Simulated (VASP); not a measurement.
# SnSe (I4/mmm) in VASP: notebook

Runs on SnSe. Level: PBEsol. Tasks: single point.

All numbers are computed with VASP 6.6.1; they aren't measurements. Logs are shortened: lines on timing, memory, paths and dates and some standing lists are left out, and cuts for length are marked.

### 1 The cell of the first run

It takes space group I4/mmm (No. 139, tetragonal). Conventional cell: a = 4.204 Å, b = 4.204 Å, c = 6.035 Å, α = 90.00°, β = 90.00°, γ = 90.00°. Within 3.9 Å of Sn (site symmetry 4/mmm) lie 6 Se at 2.97 to 3.02 Å. Within 3.9 Å of Se (site symmetry 4/mmm) lie 6 Sn at 2.97 to 3.02 Å.

### 2 Single point, PBEsol (strain +0.0150 x Voigt [0, 1, 0, 0, 0, 0])

INCAR reads:

```
SYSTEM = SnSe
  PREC = Accurate
  ENCUT = 520
  EDIFF = 1E-6
  ISMEAR = 0
  SIGMA = 0.05
  LREAL = .FALSE.
  LASPH = .TRUE.
  NELM = 60
  ALGO = Normal
  ISIF = 2
  LWAVE = .FALSE.
  LCHARG = .TRUE.
  GGA = PS
  LELF = .TRUE.
  LVHAR = .TRUE.
  NBANDS = 17
```

KPOINTS reads:

```
regular mesh
0
G
  8 8 8
  0 0 0
```

POSCAR reads:

```
SnSe
1.0
    0.0000000000      3.0173459851      2.9727546651
    2.9727546651      0.0000000000      2.9727546651
    2.9727546651      3.0173459851      0.0000000000
Sn Se
1 1
Direct
    0.0000000000      0.0000000000      0.0000000000
    0.5000000000      0.5000000000      0.5000000000
```

Potentials or basis: VASP PAW PBE potentials, release 64 (Sn_d, Se).

Command:

```bash
> cat potpaw_PBE.64/Sn_d/POTCAR potpaw_PBE.64/Se/POTCAR > POTCAR
> mpirun -np 1 vasp_std > vasp.out
```

OUTCAR:

```text
SYSTEM = SnSe
   PREC = Accurate
   ENCUT = 520
   EDIFF = 1E-6
   ISMEAR = 0
   LREAL = .FALSE.
   LASPH = .TRUE.
   NELM = 60
   ISIF = 2
   GGA = PS

 ion  position               nearest neighbor table
   1  0.000  0.000  0.000-   2 2.97   2 2.97   2 2.97   2 2.97   2 3.02   2 3.02
   2  0.500  0.500  0.500-   1 2.97   1 2.97   1 2.97   1 2.97   1 3.02   1 3.02

  LATTYP: Found a body centered tetragonal cell.
 ALAT       =     4.2041099650
 C/A-ratio  =     1.4354267658

  Lattice vectors:

 A1 = (   0.0000000000,  -3.0173459851,   2.9727546651)
 A2 = (   0.0000000000,  -3.0173459851,  -2.9727546651)
 A3 = (   2.9727546651,   3.0173459851,   0.0000000000)

Analysis of symmetry for initial positions (statically):
=====================================================================
 Subroutine PRICEL returns:
 Original cell was already a primitive cell.

 Routine SETGRP: Setting up the symmetry group for a
 body centered tetragonal supercell.

 Subroutine GETGRP returns: Found 16 space group operations
 (whereof 16 operations were pure point group operations)
 out of a pool of 16 trial point group operations.

The static configuration has the point symmetry D_4h.

Analysis of symmetry for dynamics (positions and initial velocities):
=====================================================================
 Subroutine PRICEL returns:
 Original cell was already a primitive cell.

 Routine SETGRP: Setting up the symmetry group for a
 body centered tetragonal supercell.

 Subroutine GETGRP returns: Found 16 space group operations
 (whereof 16 operations were pure point group operations)
 out of a pool of 16 trial point group operations.

The dynamic configuration has the point symmetry D_4h.

 Subroutine INISYM returns: Found 16 space group operations
 (whereof 16 operations are pure point group operations),
 and found     1 'primitive' translations

----------------------------------------------------------------------------------------

                                     Primitive cell

  volume of cell :      53.3302

  direct lattice vectors                    reciprocal lattice vectors
     0.000000000  3.017345985  2.972754665    -0.168194169  0.165708541  0.168194169
     2.972754665  0.000000000  2.972754665     0.168194169 -0.165708541  0.168194169
     2.972754665  3.017345985  0.000000000     0.168194169  0.165708541 -0.168194169

[... 75 lines left out ...]
   ISTART =      0    job   : 0-new  1-cont  2-samecut
   ICHARG =      2    charge: 1-file 2-atom 10-const
   ISPIN  =      1    spin polarized calculation?
   LNONCOLLINEAR =      F non collinear calculations
   LSORBIT =      F    spin-orbit coupling
   LASPH  =      T    aspherical Exc in radial PAW
   ENCUT  =  520.0 eV  38.22 Ry    6.18 a.u.   7.88  7.82  7.88*2*pi/ulx,y,z
   NELM   =     60;   NELMIN=  2; NELMDL= -5     # of ELM steps
   EDIFF  = 0.1E-05   stopping-criterion for ELM
   LREAL  =      F    real-space projection
   EDIFFG = 0.1E-04   stopping-criterion for IOM
   NSW    =      0    number of steps for IOM
   IBRION =     -1    ionic relax: 0-MD 1-quasi-New 2-CG
   NFREE  =      0    steps in history (QN), initial steepest desc. (CG)
   ISIF   =      2    stress and relaxation
   ISYM   =      2    0-nonsym 1-usesym 2-fastsym
   POTIM  = 0.5000    time-step for ionic-motion
   TEBEG  =    0.0;   TEEND  =   0.0 temperature during run
   PSTRESS=    0.0 pullay stress
   NELECT =      20.0000    total number of electrons
   NUPDOWN=      -1.0000    fix difference up-down
   EMIN   =  10.00;   EMAX   =-10.00  energy-range for DOS
   EFERMI =   0.00;   METHOD = LEGACY
   ISMEAR =     0;   SIGMA  =   0.05  broadening in eV -4-tet -1-fermi 0-gaus
   EFERMI_NEDOS =   21; number of points for ismear=-14 and -15
   IALGO  =     38    algorithm
   IMIX   =      4    mixing-type and parameters
     AMIX     =   0.40;   BMIX     =  1.00
     AMIX_MAG =   1.60;   BMIX_MAG =  1.00
  volume/ion in A,a.u.               =      26.67       179.94
  Fermi-wavevector in a.u.,A,eV,Ry     =   1.180575  2.230964 18.963234  1.393758
  Thomas-Fermi vector in A             =   2.316865
   LORBIT       =      0    0 simple, 1 ext, 2 COOP (PROOUT), +10 PAW based schemes
   GGA     = PS    functional components
   LHFCALC =     F    Hartree Fock is set to
   AEXX    =    0.0000 exact exchange contribution
   IVDW    =     0    specifies the selected vdW correction
   LEPSILON=     F    determine dielectric tensor
   LRPA    =     F    only Hartree local field effects (RPA)
 non-spin polarized calculation
 Gauss-broadening in eV      SIGMA  =   0.05
  energy-cutoff  :      520.00
  volume of cell :       53.33
 maximum number of plane-waves:      1451
   NGX = 15   NGY = 15   NGZ = 15

 number of electron      20.0000007 magnetization

 Free energy of the ion-electron system (eV)
  ---------------------------------------------------
  ext. energy  EPLUGINS =         0.00000000
  ---------------------------------------------------
  free energy    TOTEN  =        -8.98087250 eV

  energy without entropy =       -8.98087250  energy(sigma->0) =       -8.98087250

 E-fermi :   5.8231     XC(G=0):  -9.8778

 val. band max:        5.5896830768   @ k =   0.5000   0.0000   0.0000
 cond. band min:       6.3152670137   @ k =  -0.3750   0.1250  -0.0000
 fundamental gap:      0.7255839369
 Fermi energy:         5.8230667565

 k-point     1 :       0.0000    0.0000    0.0000
  band No.  band energies     occupation
      1     -15.7917      2.00000
      2     -15.7893      2.00000
      3     -15.7893      2.00000
      4     -15.7851      2.00000
      5     -15.7850      2.00000
      6      -8.3413      2.00000
[... 457 lines left out ...]
      4     -15.7786      2.00000
      5     -15.7758      2.00000
      6      -7.5901      2.00000
[... 9 lines left out ...]
     16      14.8965      0.00000
     17      17.1396      0.00000

 [... further k-points ...]
[... 5 lines left out ...]
  --------------------------------------------------------------------------------------
  -------------------------------------------------------------------------------------
  Total       -0.0510828     -0.6629279     -0.0510828      0.0000000      0.0000000      0.0000000
  in kB       -1.5346585    -19.9160688     -1.5346585      0.0000000      0.0000000      0.0000000
  external PRESSURE =      -7.6617953 kB  Pullay stress =       0.0000000 kB

 VOLUME and BASIS-vectors are now :
 -----------------------------------------------------------------------------
  energy-cutoff  :      520.00
  volume of cell :       53.33
      direct lattice vectors                 reciprocal lattice vectors
     0.000000000  3.017345985  2.972754665    -0.168194169  0.165708541  0.168194169
     2.972754665  0.000000000  2.972754665     0.168194169 -0.165708541  0.168194169
     2.972754665  3.017345985  0.000000000     0.168194169  0.165708541 -0.168194169

 POSITION                                       TOTAL-FORCE (eV/Angst)
 -----------------------------------------------------------------------------------
      0.00000      0.00000      0.00000         0.000000      0.000000      0.000000
      2.97275      3.01735      2.97275         0.000000      0.000000     -0.000000
 -----------------------------------------------------------------------------------
    total drift:                                0.000000     -0.000000     -0.000000

  FREE ENERGIE OF THE ION-ELECTRON SYSTEM (eV)
  ---------------------------------------------------
  free  energy   TOTEN  =        -8.9808725008 eV

  energy  without entropy=       -8.9808725008  energy(sigma->0) =       -8.98087250
```

OSZICAR:

```text
N       E                     dE             d eps       ncg     rms          rms(c)
DAV:   1     0.132861186385E+03    0.13286E+03   -0.98680E+03  2035   0.146E+03
DAV:   2     0.422597767770E+01   -0.12864E+03   -0.12485E+03  2114   0.354E+02
DAV:   3    -0.878820921473E+01   -0.13014E+02   -0.12858E+02  2485   0.958E+01
DAV:   4    -0.913207780166E+01   -0.34387E+00   -0.34356E+00  2421   0.163E+01
DAV:   5    -0.914181360351E+01   -0.97358E-02   -0.97355E-02  2943   0.270E+00    0.313E+00
DAV:   6    -0.898522872258E+01    0.15658E+00   -0.37318E-01  2976   0.405E+00    0.188E+00
DAV:   7    -0.898099431142E+01    0.42344E-02   -0.66651E-02  2469   0.127E+00    0.872E-01
DAV:   8    -0.898100525419E+01   -0.10943E-04   -0.66694E-03  2524   0.707E-01    0.831E-02
DAV:   9    -0.898085526328E+01    0.14999E-03   -0.11787E-03  2890   0.268E-01    0.411E-02
DAV:  10    -0.898087095456E+01   -0.15691E-04   -0.10887E-04  2448   0.691E-02    0.801E-03
DAV:  11    -0.898087246716E+01   -0.15126E-05   -0.73979E-06  2766   0.204E-02    0.232E-03
DAV:  12    -0.898087250077E+01   -0.33607E-07   -0.30768E-07  1311   0.770E-03
   1 F= -.89808725E+01 E0= -.89808725E+01  d E =-.760563E-13
```

It took 56 s on 1 thread of Intel Xeon 8259CL, shared host; peak memory 0.21 GiB.

Results:

```yaml
Free_energy: -8.9809 eV
Pressure: -0.8 GPa
Band_gap_on_the_k_mesh: 0.73 eV, indirect (least direct gap 0.76 eV)
```

Caveat: the cell differs from its parent crystal (strain +0.0150 x Voigt [0, 1, 0, 0, 0, 0]); the PAW data sets were made with another functional, which shifts forces and pressure a little; spin-orbit coupling is left out, which moves the levels of the heavy elements. A k mesh can miss the band edges.

### 3 Single point, PBEsol (strain +0.0100 x Voigt [0, 1, 0, 0, 0, 0])

INCAR reads:

```
SYSTEM = SnSe
  PREC = Accurate
  ENCUT = 520
  EDIFF = 1E-7
  ISMEAR = 0
  SIGMA = 0.05
  LREAL = .False.
  LASPH = .True.
  NELM = 60
  ALGO = Normal
  ISIF = 2
  LWAVE = .False.
  LCHARG = .False.
  GGA = PS
  NBANDS = 17
```

KPOINTS reads:

```
Automatic mesh
0
Gamma
  8 8 8
  0 0 0
```

POSCAR reads:

```
SnSe
1.0
    0.0000000000      3.0024822118      2.9727546651
    2.9727546651      0.0000000000      2.9727546651
    2.9727546651      3.0024822118      0.0000000000
Sn Se
1 1
Direct
    0.0000000000      0.0000000000      0.0000000000
    0.5000000000      0.5000000000      0.5000000000
```

Potentials or basis: VASP PAW PBE potentials, release 64 (Sn_d, Se).

Command:

```bash
> cat potpaw_PBE.64/Sn_d/POTCAR potpaw_PBE.64/Se/POTCAR > POTCAR
> mpirun -np 1 vasp_std > vasp.out
```

Run time: 53 s. Hardware: 1 thread of Intel Xeon 8259CL, shared host; peak memory 0.21 GiB.

The run converged. Its results:

```
Free energy            : -8.9836 eV
Pressure               : -0.5 GPa
Band gap on the k mesh : 0.73 eV, indirect (least direct gap 0.78 eV)
```

Stress tensor (GPa, compression positive):
```
-0.10  0.00  0.00
 0.00 -1.36  0.00
 0.00  0.00 -0.10
```

Levels at points of the mesh, in eV from the valence-band top:
```csv
k point,band 7,band 8,band 9,band 10,band 11,band 12,band 13,band 14
"(0.00, 0.00, 0.00)",-4.91,-2.19,-2.19,-2.09,4.34,4.58,4.58,5.83
"(0.50, 0.00, 0.00)",-8.12,-1.91,-1.89,0.00,0.78,1.28,1.33,8.30
"(0.50, 0.50, 0.00)",-5.95,-5.60,-3.74,-3.62,2.92,5.44,5.69,6.26
"(0.50, 0.00, 0.50)",-5.91,-5.58,-3.66,-3.66,2.96,5.62,5.62,6.13
```

Caveat: the cell differs from its parent crystal (strain +0.0100 x Voigt [0, 1, 0, 0, 0, 0]); the PAW data sets were made with another functional, which shifts forces and pressure a little; spin-orbit coupling is left out, which moves the levels of the heavy elements. A k mesh can miss the band edges.

### 4 Single point, PBEsol (strain +0.0175 x Voigt [0, 1, 0, 0, 0, 0])

INCAR reads:

```
PREC = Accurate
ENCUT = 520
EDIFF = 1E-7
ISMEAR = 0
SIGMA = 0.05
LREAL = F
LASPH = T
NELM = 60
ALGO = Normal
ISIF = 2
LWAVE = F
LCHARG = F
GGA = PS
NBANDS = 17
```

KPOINTS reads:

```
regular mesh
0
Gamma
  8 8 8
```

POSCAR reads:

```
SnSe
1.0
    0.0000000000      3.0247778717      2.9727546651
    2.9727546651      0.0000000000      2.9727546651
    2.9727546651      3.0247778717      0.0000000000
Sn Se
1 1
Direct
    0.0000000000      0.0000000000      0.0000000000
    0.5000000000      0.5000000000      0.5000000000
```

Potentials or basis: VASP PAW PBE potentials, release 64 (Sn_d, Se).

Command:

```bash
> cat potpaw_PBE.64/Sn_d/POTCAR potpaw_PBE.64/Se/POTCAR > POTCAR
> mpirun -np 1 vasp_std > vasp.out
```

OUTCAR:

```text
PREC = Accurate
   ENCUT = 520
   EDIFF = 1E-7
   ISMEAR = 0
   LREAL = F
   LASPH = T
   NELM = 60
   ISIF = 2
   GGA = PS

 ion  position               nearest neighbor table
   1  0.000  0.000  0.000-   2 2.97   2 2.97   2 2.97   2 2.97   2 3.02   2 3.02
   2  0.500  0.500  0.500-   1 2.97   1 2.97   1 2.97   1 2.97   1 3.02   1 3.02

  LATTYP: Found a body centered tetragonal cell.
 ALAT       =     4.2041099650
 C/A-ratio  =     1.4389622997

  Lattice vectors:

 A1 = (   0.0000000000,  -3.0247778717,   2.9727546651)
 A2 = (   0.0000000000,  -3.0247778717,  -2.9727546651)
 A3 = (   2.9727546651,   3.0247778717,   0.0000000000)

Analysis of symmetry for initial positions (statically):
=====================================================================
 Subroutine PRICEL returns:
 Original cell was already a primitive cell.

 Routine SETGRP: Setting up the symmetry group for a
 body centered tetragonal supercell.

 Subroutine GETGRP returns: Found 16 space group operations
 (whereof 16 operations were pure point group operations)
[... 157 lines left out ...]
  ---------------------------------------------------
  ext. energy  EPLUGINS =         0.00000000
  ---------------------------------------------------
  free energy    TOTEN  =        -8.97915782 eV

  energy without entropy =       -8.97915782  energy(sigma->0) =       -8.97915782

 E-fermi :   5.8021     XC(G=0):  -9.8665

 val. band max:        5.5631049503   @ k =   0.5000   0.0000   0.0000
 cond. band min:       6.2848629460   @ k =  -0.3750   0.1250   0.0000
 fundamental gap:      0.7217579957
 Fermi energy:         5.8020514575

 k-point     1 :       0.0000    0.0000    0.0000
  band No.  band energies     occupation
      1     -15.8204      2.00000
      2     -15.8177      2.00000
      3     -15.8177      2.00000
      4     -15.8128      2.00000
      5     -15.8124      2.00000
      6      -8.3523      2.00000
[... 457 lines left out ...]
      4     -15.8068      2.00000
      5     -15.8041      2.00000
      6      -7.6067      2.00000
[... 9 lines left out ...]
     16      14.8578      0.00000
     17      17.1032      0.00000

 [... further k-points ...]
[... 5 lines left out ...]
  --------------------------------------------------------------------------------------
  -------------------------------------------------------------------------------------
  Total       -0.0602891     -0.7642541     -0.0602891      0.0000000      0.0000000      0.0000000
  in kB       -1.8067902    -22.9037561     -1.8067902      0.0000000      0.0000000      0.0000000
  external PRESSURE =      -8.8391122 kB  Pullay stress =       0.0000000 kB

 VOLUME and BASIS-vectors are now :
 -----------------------------------------------------------------------------
  energy-cutoff  :      520.00
  volume of cell :       53.46
      direct lattice vectors                 reciprocal lattice vectors
     0.000000000  3.024777872  2.972754665    -0.168194169  0.165301394  0.168194169
     2.972754665  0.000000000  2.972754665     0.168194169 -0.165301394  0.168194169
     2.972754665  3.024777872  0.000000000     0.168194169  0.165301394 -0.168194169

 POSITION                                       TOTAL-FORCE (eV/Angst)
 -----------------------------------------------------------------------------------
      0.00000      0.00000      0.00000        -0.000000     -0.000000     -0.000000
      2.97275      3.02478      2.97275         0.000000      0.000000      0.000000
 -----------------------------------------------------------------------------------
    total drift:                                0.000000     -0.000000     -0.000000

  FREE ENERGIE OF THE ION-ELECTRON SYSTEM (eV)
  ---------------------------------------------------
  free  energy   TOTEN  =        -8.9791578160 eV

  energy  without entropy=       -8.9791578160  energy(sigma->0) =       -8.97915782
```

stdout:

```text
POSCAR found type information on POSCAR SnSe
 POSCAR found :  2 types and       2 ions
 scaLAPACK will be used
 -----------------------------------------------------------------------------
|                                                                             |
|                                                                             |
|     You enforced a specific xc type in the INCAR file but a different       |
|     I HOPE YOU KNOW WHAT YOU ARE DOING!                                     |
|                                                                             |
 -----------------------------------------------------------------------------

 LDA part: xc-table for (Slater+PW92), standard interpolation
 POSCAR, INCAR and KPOINTS ok, starting setup
 FFT: planning ... GRIDC
 FFT: planning ... GRID_SOFT
 FFT: planning ... GRID
 WAVECAR not read
 entering main loop
```

Run time: 50 s. Hardware: 1 thread of Intel Xeon 8259CL, shared host; peak memory 0.21 GiB.

Results:

```yaml
Free_energy: -8.9792 eV
Pressure: -0.9 GPa
Band_gap_on_the_k_mesh: 0.72 eV, indirect (least direct gap 0.75 eV)
```

Caveat: the cell differs from its parent crystal (strain +0.0175 x Voigt [0, 1, 0, 0, 0, 0]); the PAW data sets were made with another functional, which shifts forces and pressure a little; spin-orbit coupling is left out, which moves the levels of the heavy elements.

(Continued in part 2 of 2.)
